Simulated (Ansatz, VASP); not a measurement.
Ir in VASP and in Ansatz

INCAR

```
SYSTEM = Ir
PREC = Accurate ; ENCUT = 600
EDIFF = 1E-6 ; ISMEAR = 0
SIGMA = 0.1 ; LREAL = .False.
LASPH = .True. ; NELM = 100
ALGO = Fast ; ISIF = 3
LWAVE = .False. ; LCHARG = .False.
GGA = PE ; IBRION = 2
NSW = 90 ; EDIFFG = -0.04
```

File KPOINTS:

```
Automatic mesh
0
Gamma
  6 6 6
  0 0 0
```

Contents of POSCAR:

```
Ir
1.0
    0.0000000000      2.5380291931      2.5380291931
    2.5380291931      0.0000000000      2.5380291931
    2.5380291931      2.5380291931      0.0000000000
Ir
2
Direct
    0.5000000000      0.5000000000      0.5000000000
    0.7500000000      0.7500000000      0.7500000000
```

Input for Ansatz:

```yaml
crystal:
  lattice:
    - [0.0, 2.5380291931, 2.5380291931]
    - [2.5380291931, 0.0, 2.5380291931]
    - [2.5380291931, 2.5380291931, 0.0]
  atoms:
    - { symbol: Ir, position: [0.5, 0.5, 0.5] }
    - { symbol: Ir, position: [0.75, 0.75, 0.75] }
basis:
  ecutwfc: 420
kpoints:
  mp_grid: { grid: [6, 6, 6] }
hamiltonian:
  xc: pbe
scf:
  occupations: { method: gaussian, width: 0.1 }
  lower_state_search: "off"
output:
  forces: true
  stress: true
  eigenvalues: true
relax:
  adjacent_minimum: "off"
  f_tol: 0.04
  max_steps: 70
  cell: { stress_tol: 0.4 }
```

Alike in both runs: task relaxation of cell and atoms; functional PBE; k mesh 6 × 6 × 6; occupations gaussian, width 0.1 eV; no spin polarisation.

|  | VASP | Ansatz |
| --- | --- | --- |
| version | VASP 6.6.1 | Ansatz 0.2.0 |
| potentials or method | VASP PAW PBE potentials, release 64 (Ir), cutoff 600 eV | scalar-relativistic, plane waves, PAW |
| valence electrons in the cell | 18 | 34 |

Ansatz gave:

| Property | Result |
| --- | --- |
| gap on the k mesh at the Fermi level, each at its own relaxed structure (eV) | none |
| relaxed volume (Å³/atom) | 21.62 |
| relaxed cell length with the largest relative difference (Å) | 3.940 |

**Question.** What did VASP give for the same quantities?

**Answer.** gap on the k mesh at the Fermi level, each at its own relaxed structure (eV): none; relaxed volume (Å³/atom): 21.58; relaxed cell length with the largest relative difference (Å): 3.938.

A gap of «none» marks a metal or a gap that the smearing closes. VASP's potentials hold 18 valence electrons a cell and Ansatz's 34, so a difference there can come from the potentials and not from the codes.

Neither program's run includes spin-orbit coupling. Noted on VASP's run: the volume moved by over 15 % at a fixed basis, so the end points are rough.
